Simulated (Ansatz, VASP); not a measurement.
**One calculation of ZnO, two programs**

```
CELL_PARAMETERS angstrom
0.00000 2.13377 2.17922
2.13377 0.00000 2.17922
2.13377 2.13377 0.00000
ATOMIC_POSITIONS crystal
Zn 0.00000 0.00000 0.00000
O 0.50000 0.50000 0.50000
```

Change from the starting cell: uniaxial_z strain +2.1%.

Alike in both runs: task single point; functional r2SCAN; k mesh 10 × 10 × 10; no spin polarisation.

|  | VASP | Ansatz |
| --- | --- | --- |
| version | VASP 6.6.1 | Ansatz 0.2.0 |
| potentials or method | VASP PAW PBE potentials, release 64 (Zn, O_h) | plane waves, PAW |
| plane-wave cutoff (eV) | 910 | 500 |
| occupations | gaussian, width 0.01 eV | fixed |
| valence electrons in the cell | 18 | 18 |

|  | VASP | Ansatz | Ansatz less VASP |
| --- | --- | --- | --- |
| gap on the k mesh at the Fermi level (eV) | 1.39 | 1.40 | +0.018 |

VASP's potentials were made for PBE, not for r2SCAN.

Noted on VASP's run: the cutoff is short for stress, so the pressure is rough.
